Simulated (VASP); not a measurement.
# Ru (P2_1/m) in VASP: a series of runs

The runs below take Ru through single point, with PBEsol.

Everything below comes from runs of VASP 6.6.1. Logs are shortened: lines on timing, memory, paths and dates and some standing lists are left out, and cuts for length are marked.

### 1 The cell of the first run

Symmetry: P2_1/m, No. 11, monoclinic system. The conventional cell has a = 2.690 Å, b = 4.252 Å, c = 2.690 Å, α = 90.00°, β = 120.00°, γ = 90.00°. Ru (site symmetry m) has 12 Ru at 2.50 to 2.79 Å within 3.3 Å.

### 2 Single point, PBEsol (atoms displaced along a vibrational mode)

The input, INCAR:

```
SYSTEM = Ru
  ALGO = Fast
  EDIFF = 1E-6
  ENCUT = 520
  GGA = PS
  ISIF = 2
  ISMEAR = 0
  LASPH = .True.
  LCHARG = .True.
  LELF = .True.
  LREAL = .False.
  LVHAR = .True.
  LWAVE = .False.
  NBANDS = 21
  NELM = 80
  PREC = Accurate
  SIGMA = 0.15
```

The input, KPOINTS:

```
k-points
0
Gamma
  18 18 10
  0 0 0
```

The input, POSCAR:

```
Ru
1.0
    2.6896847532      0.0000000000      0.0000000000
   -1.3448423766      2.3293353245      0.0000000000
    0.0000000000      0.0000000000      4.2523798378
Ru
2
Direct
    0.2812826237      0.6666666667      0.2500000000
    0.7187173763      0.3333333333      0.7500000000
```

Potentials or basis: VASP PAW PBE potentials, release 64 (Ru_pv).

Started as:

```console
cat potpaw_PBE.64/Ru_pv/POTCAR > POTCAR
mpirun -np 1 vasp_std > vasp.out
```

OUTCAR:

```text
SYSTEM = Ru
   EDIFF = 1E-6
   ENCUT = 520
   GGA = PS
   ISIF = 2
   ISMEAR = 0
   LASPH = .True.
   LREAL = .False.
   NELM = 80
   PREC = Accurate

 ion  position               nearest neighbor table
   1  0.281  0.667  0.250-   2 2.50   2 2.50   2 2.65   2 2.65   2 2.79   2 2.79
   2  0.719  0.333  0.750-   1 2.50   1 2.50   1 2.65   1 2.65   1 2.79   1 2.79

  LATTYP: Found a hexagonal cell.
 ALAT       =     2.6896847532
 C/A-ratio  =     1.5809956289

  Lattice vectors:

 A1 = (   2.6896847532,   0.0000000000,   0.0000000000)
 A2 = (  -1.3448423766,   2.3293353245,   0.0000000000)
 A3 = (   0.0000000000,   0.0000000000,   4.2523798378)

Analysis of symmetry for initial positions (statically):
=====================================================================
 Subroutine PRICEL returns:
 Original cell was already a primitive cell.

 Routine SETGRP: Setting up the symmetry group for a
 hexagonal supercell.

 Subroutine GETGRP returns: Found  4 space group operations
 (whereof  2 operations were pure point group operations)
 out of a pool of 24 trial point group operations.

The static configuration has the point symmetry S_2 .
 The point group associated with its full space group is C_2h.

Analysis of symmetry for dynamics (positions and initial velocities):
=====================================================================
 Subroutine PRICEL returns:
 Original cell was already a primitive cell.

 Routine SETGRP: Setting up the symmetry group for a
 hexagonal supercell.

 Subroutine GETGRP returns: Found  4 space group operations
 (whereof  2 operations were pure point group operations)
 out of a pool of 24 trial point group operations.

The dynamic configuration has the point symmetry S_2 .
 The point group associated with its full space group is C_2h.

 Subroutine INISYM returns: Found  4 space group operations
 (whereof  2 operations are pure point group operations),
 and found     1 'primitive' translations

----------------------------------------------------------------------------------------

                                     Primitive cell

  volume of cell :      26.6419

  direct lattice vectors                    reciprocal lattice vectors
     2.689684753  0.000000000  0.000000000     0.371790783  0.214653509  0.000000000
    -1.344842377  2.329335325  0.000000000     0.000000000  0.429307017  0.000000000
     0.000000000  0.000000000  4.252379838     0.000000000  0.000000000  0.235162436

  length of vectors
     2.689684753  2.689684753  4.252379838     0.429307017  0.429307017  0.235162436

  position of ions in fractional coordinates (direct lattice)
     0.281282624  0.666666667  0.250000000
     0.718717376  0.333333333  0.750000000

  ion indices of the primitive-cell ions
   primitive index   ion index
                 1           1
                 2           2

----------------------------------------------------------------------------------------

 KPOINTS: k-points

Automatic generation of k-mesh.
 Grid dimensions read from file:
 generate k-points for:   18   18   10

 Generating k-lattice:

  Cartesian coordinates                     Fractional coordinates (reciprocal lattice)
     0.020655043  0.011925195  0.000000000     0.055555556 -0.000000000  0.000000000
     0.000000000  0.023850390  0.000000000     0.000000000  0.055555556  0.000000000
     0.000000000  0.000000000  0.023516244     0.000000000  0.000000000  0.100000000

  Length of vectors
     0.023850390  0.023850390  0.023516244

  Shift w.r.t. Gamma in fractional coordinates (k-lattice)
     0.000000000  0.000000000  0.000000000

 Subroutine IBZKPT returns following result:
 ===========================================

 Found    984 irreducible k-points:

 Following reciprocal coordinates:
            Coordinates               Weight
  0.000000  0.000000  0.000000      1.000000
  0.055556 -0.000000  0.000000      2.000000
  0.000000  0.055556  0.000000      2.000000
 -0.055556  0.055556  0.000000      2.000000
  0.111111 -0.000000  0.000000      2.000000
  0.000000  0.111111  0.000000      2.000000
[... 16 lines left out ...]
  0.444444  0.000000  0.000000      2.000000
  0.000000  0.444444  0.000000      2.000000
 [... further k-points ...]
   k-points           NKPTS =    984   k-points in BZ     NKDIM =    984   number of bands    NBANDS=     21
   number of dos      NEDOS =    301   number of ions     NIONS =      2
   total plane-waves  NPLWV =  12800
   dimension x,y,z NGX =    20 NGY =   20 NGZ =   32
   dimension x,y,z NGXF=    40 NGYF=   40 NGZF=   64
   ions per type =               2
   NGX,Y,Z   is equivalent  to a cutoff of  12.36, 12.36, 12.51 a.u.
   NGXF,Y,Z  is equivalent  to a cutoff of  24.72, 24.72, 25.02 a.u.
 SYSTEM =  Ru
   PREC   = accura    normal or accurate (medium, high low for compatibility)
   ISTART =      0    job   : 0-new  1-cont  2-samecut
   ICHARG =      2    charge: 1-file 2-atom 10-const
   ISPIN  =      1    spin polarized calculation?
   LNONCOLLINEAR =      F non collinear calculations
   LSORBIT =      F    spin-orbit coupling
   LASPH  =      T    aspherical Exc in radial PAW
   ENCUT  =  520.0 eV  38.22 Ry    6.18 a.u.   5.00  5.00  7.91*2*pi/ulx,y,z
   NELM   =     80;   NELMIN=  2; NELMDL= -5     # of ELM steps
   EDIFF  = 0.1E-05   stopping-criterion for ELM
   LREAL  =      F    real-space projection
   EDIFFG = 0.1E-04   stopping-criterion for IOM
   NSW    =      0    number of steps for IOM
   IBRION =     -1    ionic relax: 0-MD 1-quasi-New 2-CG
   NFREE  =      0    steps in history (QN), initial steepest desc. (CG)
   ISIF   =      2    stress and relaxation
   ISYM   =      2    0-nonsym 1-usesym 2-fastsym
   POTIM  = 0.5000    time-step for ionic-motion
   TEBEG  =    0.0;   TEEND  =   0.0 temperature during run
   PSTRESS=    0.0 pullay stress
   NELECT =      28.0000    total number of electrons
   NUPDOWN=      -1.0000    fix difference up-down
   EMIN   =  10.00;   EMAX   =-10.00  energy-range for DOS
   EFERMI =   0.00;   METHOD = LEGACY
   ISMEAR =     0;   SIGMA  =   0.15  broadening in eV -4-tet -1-fermi 0-gaus
   EFERMI_NEDOS =   21; number of points for ismear=-14 and -15
   IALGO  =     68    algorithm
   IMIX   =      4    mixing-type and parameters
     AMIX     =   0.40;   BMIX     =  1.00
     AMIX_MAG =   1.60;   BMIX_MAG =  1.00
  volume/ion in A,a.u.               =      13.32        89.89
  Fermi-wavevector in a.u.,A,eV,Ry     =   1.664456  3.145366 37.693775  2.770414
  Thomas-Fermi vector in A             =   2.750997
   LORBIT       =      0    0 simple, 1 ext, 2 COOP (PROOUT), +10 PAW based schemes
   GGA     = PS    functional components
   LHFCALC =     F    Hartree Fock is set to
   AEXX    =    0.0000 exact exchange contribution
   IVDW    =     0    specifies the selected vdW correction
   LEPSILON=     F    determine dielectric tensor
   LRPA    =     F    only Hartree local field effects (RPA)
 non-spin polarized calculation
 RMM-DIIS sequential band-by-band and
 Gauss-broadening in eV      SIGMA  =   0.15
  energy-cutoff  :      520.00
  volume of cell :       26.64
 maximum number of plane-waves:       738
   NGX =  9   NGY =  9   NGZ = 15

 number of electron      27.9999998 magnetization

 Free energy of the ion-electron system (eV)
  ---------------------------------------------------
  ext. energy  EPLUGINS =         0.00000000
  ---------------------------------------------------
  free energy    TOTEN  =       -20.06249167 eV

  energy without entropy =      -20.04228315  energy(sigma->0) =      -20.05238741

 E-fermi :  13.1223     XC(G=0): -14.3901

 val. band max:       13.1219921158   @ k =  -0.2222   0.2778  -0.4000
 cond. band min:      13.1229193767   @ k =   0.2778   0.0000   0.0000
 fundamental gap:      0.0009272609
 Fermi energy:        13.1223284072

 k-point     1 :       0.0000    0.0000    0.0000
  band No.  band energies     occupation
      1     -30.6688      2.00000
      2     -29.6814      2.00000
      3     -29.4949      2.00000
      4     -29.4567      2.00000
      5     -29.3915      2.00000
      6     -29.3417      2.00000
[... 13 lines left out ...]
     20      23.3660      0.00000
     21      23.7181      0.00000

 k-point     2 :       0.0556   -0.0000    0.0000
  band No.  band energies     occupation
      1     -30.6561      2.00000
      2     -29.7033      2.00000
      3     -29.5103      2.00000
      4     -29.4602      2.00000
      5     -29.4120      2.00000
      6     -29.3487      2.00000
[... 13 lines left out ...]
     20      23.3658      0.00000
     21      23.6941      0.00000

 k-point     3 :       0.0000    0.0556    0.0000
  band No.  band energies     occupation
      1     -30.6576      2.00000
      2     -29.6964      2.00000
      3     -29.5125      2.00000
      4     -29.4695      2.00000
      5     -29.4072      2.00000
      6     -29.3470      2.00000
[... 13 lines left out ...]
     20      23.3658      0.00000
     21      23.6968      0.00000

 k-point     4 :      -0.0556    0.0556    0.0000
  band No.  band energies     occupation
      1     -30.6601      2.00000
      2     -29.6893      2.00000
      3     -29.5249      2.00000
      4     -29.4750      2.00000
      5     -29.3962      2.00000
      6     -29.3441      2.00000
[... 13 lines left out ...]
     20      23.3659      0.00000
     21      23.6996      0.00000

 k-point     5 :       0.1111   -0.0000    0.0000
  band No.  band energies     occupation
      1     -30.6186      2.00000
      2     -29.7665      2.00000
      3     -29.5460      2.00000
      4     -29.5112      2.00000
      5     -29.4375      2.00000
      6     -29.3694      2.00000
[... 13 lines left out ...]
     20      23.3658      0.00000
     21      23.6236      0.00000

 k-point     6 :       0.0000    0.1111    0.0000
  band No.  band energies     occupation
      1     -30.6244      2.00000
      2     -29.7436      2.00000
      3     -29.5606      2.00000
      4     -29.5208      2.00000
      5     -29.4357      2.00000
      6     -29.3629      2.00000
[... 13 lines left out ...]
     20      23.3658      0.00000
     21      23.6309      0.00000

 k-point     7 :      -0.1111    0.1111    0.0000
  band No.  band energies     occupation
      1     -30.6348      2.00000
      2     -29.7137      2.00000
      3     -29.6054      2.00000
      4     -29.5306      2.00000
      5     -29.4097      2.00000
      6     -29.3512      2.00000
[... 13 lines left out ...]
     20      23.3658      0.00000
     21      23.6403      0.00000
[... 291 lines left out ...]
      1     -30.3201      2.00000
      2     -30.1590      2.00000
      3     -30.1570      2.00000
      4     -29.7650      2.00000
      5     -29.6807      2.00000
      6     -29.5200      2.00000
[... 13 lines left out ...]
     20      24.1617      0.00000
     21      24.5900      0.00000

 k-point    21 :       0.0000    0.3889    0.0000
  band No.  band energies     occupation
      1     -30.2966      2.00000
      2     -30.2597      2.00000
      3     -30.1180      2.00000
      4     -29.7857      2.00000
      5     -29.5745      2.00000
      6     -29.5570      2.00000
[... 13 lines left out ...]
     20      23.8609      0.00000
     21      23.9274      0.00000

 k-point    22 :      -0.3889    0.3889    0.0000
  band No.  band energies     occupation
      1     -30.3879      2.00000
      2     -30.2982      2.00000
      3     -30.0659      2.00000
      4     -29.8552      2.00000
      5     -29.5294      2.00000
      6     -29.4355      2.00000
[... 13 lines left out ...]
     20      23.3651      0.00000
     21      23.6566      0.00000

 k-point    23 :       0.4444    0.0000    0.0000
  band No.  band energies     occupation
      1     -30.3812      2.00000
      2     -30.2283      2.00000
      3     -30.0492      2.00000
      4     -29.7867      2.00000
      5     -29.7736      2.00000
      6     -29.5309      2.00000
[... 13 lines left out ...]
     20      25.7590      0.00000
     21      26.5976      0.00000

 k-point    24 :       0.0000    0.4444    0.0000
  band No.  band energies     occupation
      1     -30.3639      2.00000
      2     -30.2004      2.00000
      3     -30.1812      2.00000
      4     -29.8067      2.00000
      5     -29.6163      2.00000
      6     -29.5702      2.00000
[... 13 lines left out ...]
     20      24.0572      0.00000
     21      24.7715      0.00000

 [... further k-points ...]

------------------------ aborting loop because EDIFF is reached ----------------------------------------

  FORCE on cell =-STRESS in cart. coord.  units (eV):
  Direction    XX          YY          ZZ          XY          YZ          ZX
  --------------------------------------------------------------------------------------
  -------------------------------------------------------------------------------------
  Total        0.1466363      0.3317128      1.4855841      0.8826308      0.0000000      0.0000000
  in kB        8.8183373     19.9483695     89.3392680     53.0791836      0.0000000      0.0000000
  external PRESSURE =      39.3686582 kB  Pullay stress =       0.0000000 kB

 VOLUME and BASIS-vectors are now :
 -----------------------------------------------------------------------------
  energy-cutoff  :      520.00
  volume of cell :       26.64
      direct lattice vectors                 reciprocal lattice vectors
     2.689684753  0.000000000  0.000000000     0.371790783  0.214653509  0.000000000
    -1.344842377  2.329335325  0.000000000     0.000000000  0.429307017  0.000000000
     0.000000000  0.000000000  4.252379838     0.000000000  0.000000000  0.235162436

 POSITION                                       TOTAL-FORCE (eV/Angst)
 -----------------------------------------------------------------------------------
     -0.14000      1.55289      1.06309         2.001772     -0.167447     -0.000000
      1.48484      0.77645      3.18928        -2.001772      0.167447      0.000000
 -----------------------------------------------------------------------------------
    total drift:                                0.000000     -0.000000      0.000000

  FREE ENERGIE OF THE ION-ELECTRON SYSTEM (eV)
  ---------------------------------------------------
  free  energy   TOTEN  =       -20.0624916658 eV

  energy  without entropy=      -20.0422831484  energy(sigma->0) =      -20.05238741
```

Wall time 2.8 min (1 thread of Intel Xeon 6975P-C (Granite Rapids), shared host); peak memory 0.5 GiB.

Results:

- Free energy: -20.0625 eV
- Pressure: 3.9 GPa
- Largest force: 2.009 eV/Å
- Band gap on the k mesh: zero (bands 14 and 15 overlap by 3.09 eV)

Forces in eV/Å, atoms in the order of the input:
```
Ru   2.002 -0.167  0.000
Ru  -2.002  0.167  0.000
```

Levels at points of the mesh, in eV from the Fermi level:
```csv
k point,band 12,band 13,band 14,band 15,band 16,band 17
"(0.00, 0.00, 0.00)",-2.18,-2.08,-1.54,-0.49,0.12,1.21
"(0.50, 0.00, 0.00)",-2.55,-1.76,1.28,1.62,2.02,4.85
"(0.00, 0.50, 0.00)",-2.05,-1.93,1.24,1.49,1.81,4.10
"(0.50, 0.50, 0.00)",-1.26,-1.09,1.60,1.70,1.98,3.35
"(0.00, 0.00, 0.50)",-2.95,-2.61,-2.61,0.16,0.16,0.67
"(0.50, 0.00, 0.50)",-0.97,1.34,1.34,1.66,1.66,2.59
"(0.00, 0.50, 0.50)",-0.91,0.63,0.63,1.69,1.69,3.45
"(0.50, 0.50, 0.50)",-1.29,-0.26,-0.26,1.72,1.72,4.30
```

Caveat: the cell differs from its parent crystal (atoms displaced along a vibrational mode); the stress differs along the axes, from 1 to 9 GPa; the PAW data sets were made with another functional, which shifts forces and pressure a little.

(Continued in part 2 of 2.)
